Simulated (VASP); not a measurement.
A run of VASP 6.6.1:

Contents of INCAR:

```
SYSTEM = Zn
PREC     = Accurate       ! precision mode
ENCUT    = 600            ! plane-wave cutoff, eV
EDIFF    = 1E-6           ! SCF threshold, eV
ISMEAR   = -1             ! smearing method
SIGMA    = 0.1            ! smearing width, eV
LREAL    = .FALSE.        ! projectors in reciprocal space
LASPH    = .TRUE.         ! aspherical terms in the spheres
NELM     = 100            ! most SCF steps
ALGO     = Normal         ! electronic algorithm
ISIF     = 3              ! what is computed and relaxed
LWAVE    = .FALSE.        ! write WAVECAR
LCHARG   = .FALSE.        ! write CHGCAR
GGA      = PE             ! functional
IBRION   = 2              ! ionic algorithm
NSW      = 60             ! ionic steps
EDIFFG   = -0.005         ! ionic threshold
PSTRESS  = 2800.0
```

The input KPOINTS:

```
Automatic mesh
0
G
  22 22 22
  0 0 0
```

Contents of POSCAR:

```
Zn
1.0
   -1.2360961131      1.2360961131      1.2360961131
    1.2360961131     -1.2360961131      1.2360961131
    1.2360961131      1.2360961131     -1.2360961131
Zn
1
Direct
    0.0000000000      0.0000000000      0.0000000000
```

Potentials or basis: VASP PAW PBE potentials, release 64 (Zn).

Command:

```bash
$ cat potpaw_PBE.64/Zn/POTCAR > POTCAR
$ mpirun -np 1 vasp_std > vasp.out
```

Hardware: 1 thread of Intel(R) Xeon(R) 6975P-C (Granite Rapids) (shared host).

**Question.** How long does it take, and how much memory?

**Answer.** It took 42 s on 1 thread of Intel(R) Xeon(R) 6975P-C (Granite Rapids) (shared host), peak memory 0.14 GiB. Counts: scf iterations 29, k points 328, ion steps 4.
